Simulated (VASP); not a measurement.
# Be18S in VASP: a series of runs

The runs below take Be18S through single point, with PBE.

Program: VASP 6.6.1. These are calculated values, not measurements. Logs are shortened: lines on timing, memory, paths and dates and some standing lists are left out, and cuts for length are marked.

**1. The cell of the first run**

The cell holds a slab with vacuum, 19 atoms: a = 4.580 Å, b = 6.870 Å, c = 15.588 Å, α = 90.00°, β = 90.00°, γ = 60.00°.

**2. Single point, PBE**

Contents of INCAR:

```
SYSTEM = Be18S
PREC = Accurate ; ENCUT = 520
EDIFF = 1E-6 ; ISMEAR = -1
SIGMA = 0.15 ; LREAL = Auto
LASPH = .True. ; NELM = 100
ALGO = Normal ; ISIF = 2
LWAVE = .False. ; LCHARG = .True.
GGA = PE ; LELF = .True.
LVHAR = .True. ; NBANDS = 36
```

Contents of KPOINTS:

```
Automatic mesh
0
Gamma
  5 4 1
  0 0 0
```

Contents of POSCAR:

```
Be18S
1.0
    4.5800000000      0.0000000000      0.0000000000
    3.4350000000      5.9495950000      0.0000000000
    0.0000000000      0.0000000000     15.5884300000
Be S
18 1
Direct
    0.0000000000      0.0000000000      0.0641500780
    0.5000000000      0.0000000000      0.0641500780
    0.0000000420      0.3333332773      0.0641500780
    0.5000000420      0.3333332773      0.0641500780
   -0.0000000420      0.6666667227      0.0641500780
    0.4999999580      0.6666667227      0.0641500780
   -0.1725016365      0.2185526914      0.1782028081
    0.3287075612      0.2174137904      0.1849378674
   -0.1708242279      0.5502544291      0.1811900878
    0.3371111311      0.5526524074      0.1824851508
   -0.1691332318      0.8912635230      0.1830353666
    0.3327891693      0.8918912968      0.1807319275
    0.0272502819     -0.0226949902      0.2996727060
    0.5191655038     -0.0057540051      0.2997077961
   -0.0224256592      0.3347483316      0.3038784534
    0.4610040708      0.3493491574      0.2997191507
   -0.0089840131      0.6644613625      0.2944807142
    0.5014223085      0.6691865581      0.2953552731
    0.7800174138      0.1895779461      0.3972781095
```

Potentials or basis: VASP PAW PBE potentials, release 64 (Be, S).

Run with:

```sh
cat potpaw_PBE.64/Be/POTCAR potpaw_PBE.64/S/POTCAR > POTCAR
mpirun -np 1 vasp_std > vasp.out
```

OUTCAR:

```text
SYSTEM = Be18S
   PREC = Accurate
   ENCUT = 520
   EDIFF = 1E-6
   ISMEAR = -1
   LREAL = Auto
   LASPH = .True.
   NELM = 100
   ISIF = 2
   GGA = PE

 ion  position               nearest neighbor table
   1  0.000  0.000  0.064-   7 2.20  12 2.25  11 2.27   5 2.29   3 2.29   6 2.29   4 2.29   2 2.29
                             2 2.29
   2  0.500  0.000  0.064-  12 2.24  11 2.27   8 2.28   6 2.29   4 2.29   3 2.29   5 2.29   1 2.29
                             1 2.29
   3  0.000  0.333  0.064-   9 2.24   7 2.24   1 2.29   2 2.29   4 2.29   4 2.29   6 2.29   5 2.29
                             8 2.29
   4  0.500  0.333  0.064-   7 2.20  10 2.26   2 2.29   1 2.29   3 2.29   3 2.29   5 2.29   6 2.29
                             8 2.33
   5  1.000  0.667  0.064-  10 2.28   9 2.28  11 2.28   1 2.29   2 2.29   6 2.29   6 2.29   4 2.29
                             3 2.29
   6  0.500  0.667  0.064-   9 2.24  12 2.26  10 2.27   2 2.29   1 2.29   5 2.29   5 2.29   3 2.29
                             4 2.29
   7  0.827  0.219  0.178-   4 2.20   1 2.20  11 2.24   3 2.24  10 2.27  12 2.28   9 2.28   8 2.29
                             8 2.29  15 2.34  13 2.38
   8  0.329  0.217  0.185-  16 2.22  12 2.23  14 2.23  11 2.27   2 2.28   9 2.29   3 2.29   7 2.29
                             7 2.29  15 2.32  10 2.32   4 2.33
   9  0.829  0.550  0.181-  18 2.20  17 2.21   3 2.24   6 2.24  10 2.25   5 2.28   7 2.28   8 2.29
[... 15 lines left out ...]
  17  0.991  0.664  0.294-  16 2.16  11 2.20   9 2.21  14 2.22  10 2.22  18 2.23  13 2.24  15 2.30
                            18 2.35
  18  0.501  0.669  0.295-  13 2.15   9 2.20  10 2.21  12 2.22  17 2.23  15 2.25  14 2.28  16 2.30
                            17 2.35
  19  0.780  0.190  0.397-  16 2.01  13 2.02  15 2.20

  LATTYP: Found a simple monoclinic cell.
 ALAT       =     4.5800000000
 B/A-ratio  =     3.4035873362
 C/A-ratio  =     1.3228757576
 COS(beta)  =    -0.1889822219

  Lattice vectors:

 A1 = (   4.5800000000,   0.0000000000,   0.0000000000)
 A2 = (   0.0000000000,   0.0000000000, -15.5884300000)
 A3 = (  -1.1450000000,   5.9495950000,   0.0000000000)

Analysis of symmetry for initial positions (statically):
=====================================================================
 Subroutine PRICEL returns:
 Original cell was already a primitive cell.

 Routine SETGRP: Setting up the symmetry group for a
 simple monoclinic supercell.

 Subroutine GETGRP returns: Found  1 space group operations
 (whereof  1 operations were pure point group operations)
 out of a pool of  4 trial point group operations.

The static configuration has the point symmetry C_1 .

Analysis of symmetry for dynamics (positions and initial velocities):
[... 138 lines left out ...]
   ISYM   =      2    0-nonsym 1-usesym 2-fastsym
   POTIM  = 0.5000    time-step for ionic-motion
   TEBEG  =    0.0;   TEEND  =   0.0 temperature during run
   PSTRESS=    0.0 pullay stress
   NELECT =      42.0000    total number of electrons
   NUPDOWN=      -1.0000    fix difference up-down
   EMIN   =  10.00;   EMAX   =-10.00  energy-range for DOS
   EFERMI =   0.00;   METHOD = LEGACY
   ISMEAR =    -1;   SIGMA  =   0.15  broadening in eV -4-tet -1-fermi 0-gaus
   EFERMI_NEDOS =   21; number of points for ismear=-14 and -15
   IALGO  =     38    algorithm
   IMIX   =      4    mixing-type and parameters
     AMIX     =   0.40;   BMIX     =  1.00
     AMIX_MAG =   1.60;   BMIX_MAG =  1.00
  volume/ion in A,a.u.               =      22.36       150.87
  Fermi-wavevector in a.u.,A,eV,Ry     =   0.757018  1.430556  7.797175  0.573076
  Thomas-Fermi vector in A             =   1.855269
   LORBIT       =      0    0 simple, 1 ext, 2 COOP (PROOUT), +10 PAW based schemes
   GGA     = PE    functional components
   LHFCALC =     F    Hartree Fock is set to
   AEXX    =    0.0000 exact exchange contribution
   IVDW    =     0    specifies the selected vdW correction
   LEPSILON=     F    determine dielectric tensor
   LRPA    =     F    only Hartree local field effects (RPA)
 non-spin polarized calculation
  energy-cutoff  :      520.00
  volume of cell :      424.77
 maximum number of plane-waves:     11487
 NGX is ok and might be reduce to    36
   NGX = 17   NGY = 25   NGZ = 57

 number of electron      41.9999999 magnetization

 Free energy of the ion-electron system (eV)
  ---------------------------------------------------
  ext. energy  EPLUGINS =         0.00000000
  ---------------------------------------------------
  free energy    TOTEN  =       -67.65305125 eV

  energy without entropy =      -67.26811626  energy(sigma->0) =      -67.46058376

 E-fermi :  -0.6471     XC(G=0):  -5.2798

 val. band max:       -0.6633290471   @ k =   0.4000   0.0000   0.0000
 cond. band min:      -0.6270869991   @ k =   0.4000   0.5000   0.0000
 fundamental gap:      0.0362420479
 Fermi energy:        -0.6471417063

 k-point     1 :       0.0000    0.0000    0.0000
  band No.  band energies     occupation
      1     -14.0838      2.00000
      2     -10.2852      2.00000
      3      -8.0543      2.00000
      4      -7.2976      2.00000
      5      -7.2048      2.00000
      6      -5.5867      2.00000
[... 385 lines left out ...]
     32       4.2020      0.00000
     33       4.4648      0.00000
 [bands above 33 left out]

------------------------ aborting loop because EDIFF is reached ----------------------------------------

  FORCE on cell =-STRESS in cart. coord.  units (eV):
  Direction    XX          YY          ZZ          XY          YZ          ZX
  --------------------------------------------------------------------------------------
  -------------------------------------------------------------------------------------
  Total      -11.6933223     -7.9310196     -0.0371238     -2.6279919      0.7798840      1.2214309
  in kB      -44.1055502    -29.9146788     -0.1400258     -9.9124121      2.9416114      4.6070636
  external PRESSURE =     -24.7200849 kB  Pullay stress =       0.0000000 kB

 VOLUME and BASIS-vectors are now :
 -----------------------------------------------------------------------------
  energy-cutoff  :      520.00
  volume of cell :      424.77
      direct lattice vectors                 reciprocal lattice vectors
     4.580000000  0.000000000  0.000000000     0.218340611 -0.126059001  0.000000000
     3.435000000  5.949595000  0.000000000     0.000000000  0.168078668  0.000000000
     0.000000000  0.000000000 15.588430000     0.000000000  0.000000000  0.064150142

 POSITION                                       TOTAL-FORCE (eV/Angst)
 -----------------------------------------------------------------------------------
      0.00000      0.00000      1.00000        -0.037659     -0.101578     -0.081680
      2.29000      0.00000      1.00000         0.036710      0.111111      0.179105
      1.14500      1.98320      1.00000         0.084934     -0.044343      0.069438
      3.43500      1.98320      1.00000        -0.142031      0.049791     -0.081797
      6.87000      3.96640      1.00000         0.085647     -0.032856     -0.106899
      4.58000      3.96640      1.00000        -0.167970     -0.071678      0.007033
[... 11 lines left out ...]
      4.59517      3.98139      4.60412        -0.016129      0.004218     -0.001421
      4.22368      1.12791      6.19294         0.373981      0.239301     -0.035285
 -----------------------------------------------------------------------------------
    total drift:                                0.000149     -0.000556      0.001573

  FREE ENERGIE OF THE ION-ELECTRON SYSTEM (eV)
  ---------------------------------------------------
  free  energy   TOTEN  =       -67.6530512520 eV

  energy  without entropy=      -67.2681162645  energy(sigma->0) =      -67.46058376
```

stdout:

```text
POSCAR found type information on POSCAR BeS
 POSCAR found :  2 types and      19 ions
 scaLAPACK will be used
 LDA part: xc-table for (Slater+PW92), standard interpolation
 POSCAR, INCAR and KPOINTS ok, starting setup
 FFT: planning ... GRIDC
 FFT: planning ... GRID_SOFT
 FFT: planning ... GRID
 WAVECAR not read
 entering main loop
```

Run time: 3.6 min. Hardware: 1 thread of AMD EPYC 9R45 (Zen 5), shared host; peak memory 0.5 GiB.

What came out:

```yaml
Free_energy: -67.6531 eV
Largest_force: 0.445 eV/Å
Band_gap_on_the_k_mesh: zero (bands 21 and 22 overlap by 0.50 eV)
```

Forces on the atoms (eV/Å):
```
Be  -0.038 -0.102 -0.082
Be   0.037  0.111  0.179
Be   0.085 -0.044  0.069
Be  -0.142  0.050 -0.082
Be   0.086 -0.033 -0.107
Be  -0.168 -0.072  0.007
Be  -0.010 -0.005 -0.010
Be  -0.021 -0.016  0.023
Be  -0.009 -0.016  0.039
Be  -0.004  0.007  0.002
Be  -0.012 -0.005 -0.011
Be  -0.019 -0.012 -0.023
Be  -0.036 -0.018  0.002
Be  -0.045 -0.040 -0.081
Be  -0.028 -0.038  0.110
Be  -0.028 -0.020 -0.013
Be  -0.006  0.011  0.011
Be  -0.016  0.004 -0.001
S    0.374  0.239 -0.035
```

Caveat: there is no dipole correction, which matters where the two faces differ.

**3. Single point, PBE**

Contents of INCAR:

```
PREC = Accurate ; ENCUT = 520
EDIFF = 1E-7 ; ISMEAR = -1
SIGMA = 0.15 ; LREAL = Auto
LASPH = T ; NELM = 80
ALGO = Normal ; ISIF = 2
LWAVE = F ; LCHARG = T
GGA = PE ; LELF = T
LVHAR = T ; NBANDS = 36
```

Contents of KPOINTS:

```
regular mesh
0
Gamma
  5 4 1
```

Contents of POSCAR:

```
Be18S
1.0
    4.5800000000      0.0000000000      0.0000000000
    3.4350000000      5.9495950000      0.0000000000
    0.0000000000      0.0000000000     15.5884300000
Be S
18 1
Direct
    0.0000000000      0.0000000000      0.0641500780
    0.5000000000      0.0000000000      0.0641500780
    0.0000000420      0.3333332773      0.0641500780
    0.5000000420      0.3333332773      0.0641500780
   -0.0000000420      0.6666667227      0.0641500780
    0.4999999580      0.6666667227      0.0641500780
   -0.1656310976      0.2201605319      0.1775269864
    0.3355175917      0.2188752344      0.1854857096
   -0.1713841269      0.5541404079      0.1829076437
    0.3402674176      0.5527191347      0.1826444998
   -0.1677061441      0.8933581193      0.1819559763
    0.3272314817      0.8929271656      0.1807113353
    0.0106831022     -0.0153282702      0.3040497985
    0.5082875932     -0.0118288724      0.2947236508
    0.0010061363      0.3412832302      0.3013695414
    0.4858236437      0.3418010806      0.3013912241
   -0.0043598506      0.6693001793      0.2946600139
    0.4981676841      0.6713609918      0.2955441953
    0.8310207649      0.2253397080      0.3986210285
```

Potentials or basis: VASP PAW PBE potentials, release 64 (Be, S).

Run with:

```sh
cat potpaw_PBE.64/Be/POTCAR potpaw_PBE.64/S/POTCAR > POTCAR
mpirun -np 1 vasp_std > vasp.out
```

Wall time 4.2 min (1 thread of AMD EPYC 9R45 (Zen 5), shared host); peak memory 0.5 GiB.

The run converged. Its results:

```
Free energy            : -67.7878 eV
Largest force          : 0.214 eV/Å
Band gap on the k mesh : zero (bands 21 and 22 overlap by 0.52 eV)
```

Forces in eV/Å, atoms in the order of the input:
```
Be  -0.041 -0.061 -0.039
Be   0.048  0.175  0.114
Be   0.162  0.039  0.019
Be  -0.169  0.031 -0.092
Be   0.097 -0.112 -0.143
Be  -0.096 -0.070  0.111
Be   0.000  0.002  0.009
Be   0.002  0.003 -0.001
Be   0.001  0.000 -0.002
Be  -0.001 -0.001 -0.002
Be   0.003 -0.003 -0.002
Be  -0.003  0.001  0.000
Be  -0.001  0.011  0.003
Be  -0.001  0.004  0.009
Be  -0.006 -0.004  0.001
Be   0.005 -0.004  0.003
Be   0.001 -0.003  0.008
Be  -0.003 -0.002  0.007
S    0.002 -0.004 -0.004
```

Levels at points of the mesh, in eV from the Fermi level:
```
           k point  band 17  band 18  band 19  band 20  band 21  band 22  band 23  band 24  band 25  band 26
(0.00, 0.00, 0.00)    -1.79    -1.67    -1.45    -0.40    -0.32    -0.07     1.24     2.47     2.84     2.94
(0.00, 0.50, 0.00)    -1.80    -1.76    -1.67    -1.10    -0.33    -0.19    -0.06     2.11     2.82     2.86
```

Caveat: there is no dipole correction, which matters where the two faces differ.

The gap in the log of VASP goes by the Fermi energy; the results here count the filled bands.